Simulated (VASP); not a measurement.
# C (Cmmm) in VASP: a series of runs

Runs on C. Level: PBE. Tasks: single point, relaxation of cell and atoms.

Program: VASP 6.6.1. These are calculated values, not measurements. Logs are shortened: lines on timing, memory, paths and dates and some standing lists are left out, and cuts for length are marked.

## (1) The cell of the first run

It takes space group Cmmm (No. 65, orthorhombic). The conventional cell has a = 2.744 Å, b = 4.350 Å, c = 2.715 Å, α = 90.00°, β = 90.00°, γ = 90.00°. C (site symmetry 2/m) has 6 C at 1.37 to 1.87 Å within 1.9 Å. C (site symmetry mmm) has 24 C at 1.87 to 2.74 Å within 2.8 Å.

The cell was built from a structure type or drawn by symmetry, and may not be a known phase.

## (2) Single point, PBE

Contents of INCAR:

```
SYSTEM = C
ALGO = Normal
EDIFF = 1E-6
ENCUT = 520
GGA = PE
ISIF = 2
ISMEAR = 0
LASPH = .TRUE.
LCHARG = .TRUE.
LELF = .TRUE.
LREAL = .FALSE.
LVHAR = .TRUE.
LWAVE = .FALSE.
NBANDS = 13
NELM = 60
PREC = Accurate
SIGMA = 0.1
```

Contents of KPOINTS:

```
k-points
0
G
  8 8 6
  0 0 0
```

Contents of POSCAR:

```
C
1.0
    1.3722068400     -2.1750457500      0.0000000000
    1.3722068400      2.1750457500      0.0000000000
    0.0000000000      0.0000000000      2.7145405200
C
3
Direct
    0.0000000000      0.5000000000      0.0000000000
    0.5000000000      0.0000000000      0.0000000000
    0.5000000000      0.5000000000      0.5000000000
```

Potentials or basis: VASP PAW PBE potentials, release 64 (C).

Started as:

```sh
$ cat potpaw_PBE.64/C/POTCAR > POTCAR
$ mpirun -np 1 vasp_std > vasp.out
```

OUTCAR:

```text
SYSTEM = C
   EDIFF = 1E-6
   ENCUT = 520
   GGA = PE
   ISIF = 2
   ISMEAR = 0
   LASPH = .TRUE.
   LREAL = .FALSE.
   NELM = 60
   PREC = Accurate

 ion  position               nearest neighbor table
   1  0.000  0.500  0.000-   2 1.37   2 1.37   3 1.87   3 1.87   3 1.87   3 1.87
   2  0.500  0.000  0.000-   1 1.37   1 1.37   3 1.87   3 1.87   3 1.87   3 1.87
   3  0.500  0.500  0.500-   1 1.87   2 1.87   1 1.87   2 1.87   2 1.87   2 1.87   1 1.87   1 1.87

  LATTYP: Found a base centered orthorhombic cell.
 ALAT       =     2.7444136800
 B/A-ratio  =     1.5850713512
 C/A-ratio  =     0.9891149209

  Lattice vectors:

 A1 = (   1.3722068400,  -2.1750457500,   0.0000000000)
 A2 = (   1.3722068400,   2.1750457500,   0.0000000000)
 A3 = (   0.0000000000,   0.0000000000,   2.7145405200)

Analysis of symmetry for initial positions (statically):
=====================================================================
 Subroutine PRICEL returns:
 Original cell was already a primitive cell.

 Routine SETGRP: Setting up the symmetry group for a
 base centered orthorhombic supercell.

 Subroutine GETGRP returns: Found  8 space group operations
 (whereof  8 operations were pure point group operations)
 out of a pool of  8 trial point group operations.

The static configuration has the point symmetry D_2h.

Analysis of symmetry for dynamics (positions and initial velocities):
=====================================================================
 Subroutine PRICEL returns:
 Original cell was already a primitive cell.

 Routine SETGRP: Setting up the symmetry group for a
 base centered orthorhombic supercell.

 Subroutine GETGRP returns: Found  8 space group operations
 (whereof  8 operations were pure point group operations)
 out of a pool of  8 trial point group operations.

The dynamic configuration has the point symmetry D_2h.

 Subroutine INISYM returns: Found  8 space group operations
 (whereof  8 operations are pure point group operations),
 and found     1 'primitive' translations

----------------------------------------------------------------------------------------

                                     Primitive cell

  volume of cell :      16.2037

  direct lattice vectors                    reciprocal lattice vectors
     1.372206840 -2.175045750  0.000000000     0.364376554 -0.229880222  0.000000000
     1.372206840  2.175045750  0.000000000     0.364376554  0.229880222  0.000000000
     0.000000000  0.000000000  2.714540520     0.000000000  0.000000000  0.368386470

  length of vectors
     2.571726196  2.571726196  2.714540520     0.430830813  0.430830813  0.368386470

  position of ions in fractional coordinates (direct lattice)
     0.000000000  0.500000000  0.000000000
     0.500000000  0.000000000  0.000000000
     0.500000000  0.500000000  0.500000000

  ion indices of the primitive-cell ions
   primitive index   ion index
                 1           1
                 2           2
                 3           3

----------------------------------------------------------------------------------------

 KPOINTS: k-points

Automatic generation of k-mesh.
 Grid dimensions read from file:
 generate k-points for:    8    8    6

 Generating k-lattice:

  Cartesian coordinates                     Fractional coordinates (reciprocal lattice)
     0.045547069 -0.028735028  0.000000000     0.125000000  0.000000000  0.000000000
     0.045547069  0.028735028  0.000000000     0.000000000  0.125000000  0.000000000
     0.000000000  0.000000000  0.061397745     0.000000000  0.000000000  0.166666667

  Length of vectors
     0.053853852  0.053853852  0.061397745

  Shift w.r.t. Gamma in fractional coordinates (k-lattice)
     0.000000000  0.000000000  0.000000000

 Subroutine IBZKPT returns following result:
 ===========================================

 Found     84 irreducible k-points:

 Following reciprocal coordinates:
            Coordinates               Weight
  0.000000  0.000000  0.000000      1.000000
  0.125000  0.000000  0.000000      4.000000
  0.250000  0.000000  0.000000      4.000000
  0.375000  0.000000  0.000000      4.000000
  0.500000  0.000000  0.000000      2.000000
  0.125000  0.125000  0.000000      2.000000
[... 16 lines left out ...]
  0.125000  0.000000  0.166667      8.000000
  0.250000  0.000000  0.166667      8.000000
 [... further k-points ...]
   k-points           NKPTS =     84   k-points in BZ     NKDIM =     84   number of bands    NBANDS=     13
   number of dos      NEDOS =    301   number of ions     NIONS =      3
   total plane-waves  NPLWV =   8000
   dimension x,y,z NGX =    20 NGY =   20 NGZ =   20
   dimension x,y,z NGXF=    40 NGYF=   40 NGZF=   40
   ions per type =               3
   NGX,Y,Z   is equivalent  to a cutoff of  12.93, 12.93, 12.25 a.u.
   NGXF,Y,Z  is equivalent  to a cutoff of  25.86, 25.86, 24.50 a.u.
 SYSTEM =  C
   PREC   = accura    normal or accurate (medium, high low for compatibility)
   ISTART =      0    job   : 0-new  1-cont  2-samecut
   ICHARG =      2    charge: 1-file 2-atom 10-const
   ISPIN  =      1    spin polarized calculation?
   LNONCOLLINEAR =      F non collinear calculations
   LSORBIT =      F    spin-orbit coupling
   LASPH  =      T    aspherical Exc in radial PAW
   ENCUT  =  520.0 eV  38.22 Ry    6.18 a.u.   4.78  4.78  5.05*2*pi/ulx,y,z
   NELM   =     60;   NELMIN=  2; NELMDL= -5     # of ELM steps
   EDIFF  = 0.1E-05   stopping-criterion for ELM
   LREAL  =      F    real-space projection
   EDIFFG = 0.1E-04   stopping-criterion for IOM
   NSW    =      0    number of steps for IOM
   IBRION =     -1    ionic relax: 0-MD 1-quasi-New 2-CG
   NFREE  =      0    steps in history (QN), initial steepest desc. (CG)
   ISIF   =      2    stress and relaxation
   ISYM   =      2    0-nonsym 1-usesym 2-fastsym
   POTIM  = 0.5000    time-step for ionic-motion
   TEBEG  =    0.0;   TEEND  =   0.0 temperature during run
   PSTRESS=    0.0 pullay stress
   NELECT =      12.0000    total number of electrons
   NUPDOWN=      -1.0000    fix difference up-down
   EMIN   =  10.00;   EMAX   =-10.00  energy-range for DOS
   EFERMI =   0.00;   METHOD = LEGACY
   ISMEAR =     0;   SIGMA  =   0.10  broadening in eV -4-tet -1-fermi 0-gaus
   EFERMI_NEDOS =   21; number of points for ismear=-14 and -15
   IALGO  =     38    algorithm
   IMIX   =      4    mixing-type and parameters
     AMIX     =   0.40;   BMIX     =  1.00
     AMIX_MAG =   1.60;   BMIX_MAG =  1.00
  volume/ion in A,a.u.               =       5.40        36.45
  Fermi-wavevector in a.u.,A,eV,Ry     =   1.481144  2.798955 29.848273  2.193786
  Thomas-Fermi vector in A             =   2.595090
   LORBIT       =      0    0 simple, 1 ext, 2 COOP (PROOUT), +10 PAW based schemes
   GGA     = PE    functional components
   LHFCALC =     F    Hartree Fock is set to
   AEXX    =    0.0000 exact exchange contribution
   IVDW    =     0    specifies the selected vdW correction
   LEPSILON=     F    determine dielectric tensor
   LRPA    =     F    only Hartree local field effects (RPA)
 non-spin polarized calculation
 Gauss-broadening in eV      SIGMA  =   0.10
  energy-cutoff  :      520.00
  volume of cell :       16.20
 maximum number of plane-waves:       450
   NGX =  9   NGY =  9   NGZ = 11

 number of electron      12.0000000 magnetization

 Free energy of the ion-electron system (eV)
  ---------------------------------------------------
  ext. energy  EPLUGINS =         0.00000000
  ---------------------------------------------------
  free energy    TOTEN  =       -17.82835336 eV

  energy without entropy =      -17.82468482  energy(sigma->0) =      -17.82651909

 E-fermi :  11.6812     XC(G=0): -13.8274

 val. band max:       11.6670760070   @ k =   0.1250   0.1250   0.5000
 cond. band min:      11.7167618084   @ k =   0.1250   0.1250   0.3333
 fundamental gap:      0.0496858014
 Fermi energy:        11.6812085824

 k-point     1 :       0.0000    0.0000    0.0000
  band No.  band energies     occupation
      1     -12.1131      2.00000
      2       0.5817      2.00000
      3       2.0587      2.00000
      4       7.3203      2.00000
      5       8.7265      2.00000
      6       9.4477      2.00000
      7      14.9528      0.00000
      8      18.2712      0.00000
      9      19.4395      0.00000
     10      20.1482      0.00000
     11      20.3317      0.00000
     12      20.8747      0.00000
     13      24.2512      0.00000

 k-point     2 :       0.1250    0.0000    0.0000
  band No.  band energies     occupation
      1     -11.7864      2.00000
      2      -0.0223      2.00000
      3       2.4208      2.00000
      4       6.9499      2.00000
      5       8.2894      2.00000
      6       8.9425      2.00000
      7      15.4261      0.00000
      8      18.1148      0.00000
      9      18.4672      0.00000
     10      19.9889      0.00000
     11      20.0509      0.00000
     12      22.1895      0.00000
     13      25.4100      0.00000

 k-point     3 :       0.2500    0.0000    0.0000
  band No.  band energies     occupation
      1     -10.8184      2.00000
      2      -1.8106      2.00000
      3       3.4831      2.00000
      4       5.9758      2.00000
      5       7.0969      2.00000
      6       9.4571      2.00000
      7      15.0364      0.00000
      8      15.3126      0.00000
      9      19.0191      0.00000
     10      19.5348      0.00000
     11      19.8616      0.00000
     12      25.5716      0.00000
     13      28.4846      0.00000
[... 305 lines left out ...]
 k-point    23 :       0.1250    0.0000    0.1667
  band No.  band energies     occupation
      1     -11.3809      2.00000
      2      -0.1621      2.00000
      3       0.1782      2.00000
      4       8.1054      2.00000
      5       8.6769      2.00000
      6      10.8349      2.00000
      7      14.5937      0.00000
      8      17.0981      0.00000
      9      18.1230      0.00000
     10      18.8768      0.00000
     11      20.4517      0.00000
     12      23.0444      0.00000
     13      25.9015      0.00000

 k-point    24 :       0.2500    0.0000    0.1667
  band No.  band energies     occupation
      1     -10.4190      2.00000
      2      -1.5404      2.00000
      3       0.8389      2.00000
      4       6.5856      2.00000
      5       7.6056      2.00000
      6      11.0536      2.00000
      7      12.7820      0.00000
      8      17.3856      0.00000
      9      17.9197      0.00000
     10      18.5125      0.00000
     11      20.7412      0.00000
     12      26.2820      0.00000
     13      28.7670      0.00000

 [... further k-points ...]

------------------------ aborting loop because EDIFF is reached ----------------------------------------

  FORCE on cell =-STRESS in cart. coord.  units (eV):
  Direction    XX          YY          ZZ          XY          YZ          ZX
  --------------------------------------------------------------------------------------
  -------------------------------------------------------------------------------------
  Total        6.8861263     11.6703457      0.8019809      0.0000000      0.0000000      0.0000000
  in kB      680.8810757   1153.9314288     79.2976437      0.0000000      0.0000000      0.0000000
  external PRESSURE =     638.0367161 kB  Pullay stress =       0.0000000 kB

 VOLUME and BASIS-vectors are now :
 -----------------------------------------------------------------------------
  energy-cutoff  :      520.00
  volume of cell :       16.20
      direct lattice vectors                 reciprocal lattice vectors
     1.372206840 -2.175045750  0.000000000     0.364376554 -0.229880222  0.000000000
     1.372206840  2.175045750  0.000000000     0.364376554  0.229880222  0.000000000
     0.000000000  0.000000000  2.714540520     0.000000000  0.000000000  0.368386470

 POSITION                                       TOTAL-FORCE (eV/Angst)
 -----------------------------------------------------------------------------------
      0.68610      1.08752      0.00000        -0.000000      0.000000      0.000000
      0.68610     -1.08752      0.00000        -0.000000     -0.000000      0.000000
      1.37221      0.00000      1.35727         0.000000      0.000000      0.000000
 -----------------------------------------------------------------------------------
    total drift:                                0.000000      0.000000     -0.000000

  FREE ENERGIE OF THE ION-ELECTRON SYSTEM (eV)
  ---------------------------------------------------
  free  energy   TOTEN  =       -17.8283533607 eV

  energy  without entropy=      -17.8246848233  energy(sigma->0) =      -17.82651909
```

It took 18 s on 1 thread of Intel Xeon 8259CL, shared host; peak memory 0.13 GiB.

What came out:

* Free energy: -17.8284 eV
* Pressure: 63.8 GPa
* Band gap on the k mesh: zero (bands 6 and 7 overlap by 2.13 eV)

Levels at points of the mesh, in eV from the Fermi level:
```tsv
k point	band 2	band 3	band 4	band 5	band 6	band 7	band 8	band 9	band 10	band 11
(0.00, 0.00, 0.00)	-11.10	-9.62	-4.36	-2.95	-2.23	3.27	6.59	7.76	8.47	8.65
(0.50, 0.00, 0.00)	-17.82	-6.22	-6.02	-5.30	-1.68	-0.13	1.24	6.86	7.33	12.25
(0.50, 0.50, 0.00)	-16.65	-11.92	-5.57	-4.81	-1.13	0.73	0.90	5.88	9.51	9.94
(0.00, 0.00, 0.50)	-17.38	-10.37	-1.08	1.10	1.66	2.18	3.48	4.48	5.10	5.70
(0.50, 0.00, 0.50)	-15.76	-12.74	-10.25	-4.29	-2.80	-0.24	3.24	9.63	10.51	12.63
(0.50, 0.50, 0.50)	-14.50	-12.21	-11.25	-9.69	-3.33	-0.04	8.26	9.14	9.34	10.29
```

Caveat: the k points lie up to 0.39 Å⁻¹ apart, too coarse for converged energies and pressures of a metal.

## (3) Single point, PBE

This run uses another cell than the first one, of 6.41 Å³/atom.

Contents of INCAR:

```
SYSTEM = C
  ALGO = Normal
  EDIFF = 1E-6
  ENCUT = 520
  GGA = PE
  ISIF = 2
  ISMEAR = 0
  LASPH = .True.
  LCHARG = .True.
  LELF = .True.
  LREAL = .False.
  LVHAR = .True.
  LWAVE = .False.
  NBANDS = 13
  NELM = 100
  PREC = Accurate
  SIGMA = 0.1
```

Contents of KPOINTS:

```
k-points
0
Gamma
  8 8 6
  0 0 0
```

Contents of POSCAR:

```
C
1.0
    1.4084837219     -2.5890491932      0.0000000000
    1.4084837219      2.5890491932      0.0000000000
    0.0000000000      0.0000000000      2.6386440106
C
3
Direct
    0.0000000000      0.5000000000      0.0000000000
    0.5000000000      0.0000000000      0.0000000000
    0.5000000000      0.5000000000      0.5000000000
```

Potentials or basis: VASP PAW PBE potentials, release 64 (C).

Started as:

```sh
$ cat potpaw_PBE.64/C/POTCAR > POTCAR
$ mpirun -np 1 vasp_std > vasp.out
```

Run time: 15 s. Hardware: 1 thread of Intel Xeon 8259CL, shared host; peak memory 0.14 GiB.

The run converged. Its results:

```
Free energy            : -18.9276 eV
Pressure               : 0.2 GPa
Band gap on the k mesh : zero (bands 6 and 7 overlap by 2.77 eV)
```

Stress tensor (GPa, compression positive):
```
0.40 0.00 0.00
0.00 0.11 0.00
0.00 0.00 0.15
```

Levels at points of the mesh, in eV from the Fermi level:
```csv
k point,band 3,band 4,band 5,band 6,band 7,band 8,band 9,band 10
"(0.00, 0.00, 0.00)",-6.41,-5.62,-4.44,-1.45,1.62,6.03,6.34,7.73
"(0.50, 0.00, 0.00)",-7.69,-6.37,-2.67,-0.13,0.96,2.45,5.79,6.71
"(0.50, 0.50, 0.00)",-10.51,-4.00,-3.74,0.48,1.53,1.86,7.06,7.34
"(0.00, 0.00, 0.50)",-9.83,-3.42,-0.09,1.30,1.73,1.77,3.95,4.04
"(0.50, 0.00, 0.50)",-11.06,-8.42,-4.88,-2.51,-1.02,0.66,7.68,8.61
"(0.50, 0.50, 0.50)",-11.19,-9.61,-9.51,-1.54,1.42,7.92,7.92,8.19
```

Caveat: the k points lie up to 0.40 Å⁻¹ apart, too coarse for converged energies and pressures of a metal.

(Continued in part 2 of 2.)
